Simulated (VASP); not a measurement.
Here is a VASP 6.6.1 calculation.

Contents of POSCAR:

```
ReTe4Pb2
1.0
    0.0000000000      6.3176859100      0.0000000000
    6.3176859100      0.0000000000      0.0000000000
    3.1588424500      3.1588424500     -6.3713499700
Pb Te Re
2 4 1
Direct
    0.7500000000      0.2500000000      0.5000000000
    0.5000000000      0.5000000000      0.0000000000
    0.3750000000      0.3750000000      0.7500000000
    0.6250000000      0.1250000000      0.2500000000
    0.8750000000      0.8750000000      0.7500000000
    0.1250000000      0.6250000000      0.2500000000
    0.0000000000      0.0000000000      0.0000000000
```

The input INCAR.step1:

```
  PREC = Accurate
  ENCUT = 520
  ISMEAR = -1
  SIGMA = 0.0742
  LREAL = False
  LASPH = True
  NELM = 60
  NBANDS = 38
  GGA = PE
  ALGO = Normal
  EDIFF = 1E-4
  LWAVE = True
  LCHARG = False
```

INCAR.step2

```
  PREC = Accurate
  ENCUT = 520
  EDIFF = 1E-6
  ISMEAR = -1
  SIGMA = 0.0742
  LREAL = False
  LASPH = True
  NELM = 60
  ALGO = Normal
  ISIF = 2
  LWAVE = False
  LCHARG = True
  METAGGA = R2SCAN
  LMIXTAU = True
  LELF = True
  LVHAR = True
  NBANDS = 38
  ISTART = 1
```

The input KPOINTS:

```
Automatic mesh
0
Gamma
  3 3 3
```

Potentials or basis: VASP PAW PBE potentials, release 64 (Pb_d, Te, Re).

Command:

```console
$ cat potpaw_PBE.64/Pb_d/POTCAR potpaw_PBE.64/Te/POTCAR potpaw_PBE.64/Re/POTCAR > POTCAR
$ cp INCAR.step1 INCAR
$ mpirun -np 1 vasp_std > vasp.out
$ cp INCAR.step2 INCAR
$ mpirun -np 1 vasp_std > vasp.out
```

**Question.** Estimate the largest force.

**Answer.** 3.473 eV/Å.

**Question.** Estimate the pressure.

**Answer.** 5.1 GPa.

**Question.** Estimate the band gap on the k mesh.

**Answer.** Zero (an odd number of electrons rules out a gap without spin polarisation).

Stress tensor (GPa, compression positive):
```
5.09 0.00 0.00
0.00 5.09 0.00
0.00 0.00 5.20
```

Caveat: the k points lie up to 0.37 Å⁻¹ apart, too coarse for converged energies and pressures of a metal; the PAW data sets were made with another functional, which shifts forces and pressure a little; spin-orbit coupling is left out, which moves the levels of the heavy elements.
